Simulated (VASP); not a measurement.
A run of VASP 6.6.1 is set up as follows.

Contents of INCAR:

```
  PREC = Accurate
  ENCUT = 750
  EDIFF = 1E-6
  ISMEAR = 0
  SIGMA = 0.01
  LREAL = F
  LASPH = T
  NELM = 120
  ALGO = Normal
  ISIF = 2
  LWAVE = F
  LCHARG = F
  GGA = PE
  NBANDS = 12
  GGA_COMPAT = F
```

The input KPOINTS:

```
Automatic mesh
0
Gamma
  6 6 6
```

Contents of POSCAR:

```
LiBr
1.0
    0.0000000000      2.8090223336      2.8090223336
    2.8090223336      0.0000000000      2.8090223336
    2.8090223336      2.8090223336      0.0000000000
Li Br
1 1
Direct
    0.0000000000      0.0000000000      0.0000000000
    0.5000000000      0.5000000000      0.5000000000
```

Potentials or basis: VASP PAW PBE potentials, release 64 (Li_sv, Br).

Command:

```sh
$ cat potpaw_PBE.64/Li_sv/POTCAR potpaw_PBE.64/Br/POTCAR > POTCAR
$ mpirun -np 1 vasp_std > vasp.out
```

**Question.** Predict the band gap on the k mesh.

**Answer.** 4.68 eV, direct.

**Question.** What does it give for the pressure?

**Answer.** -1.3 GPa.
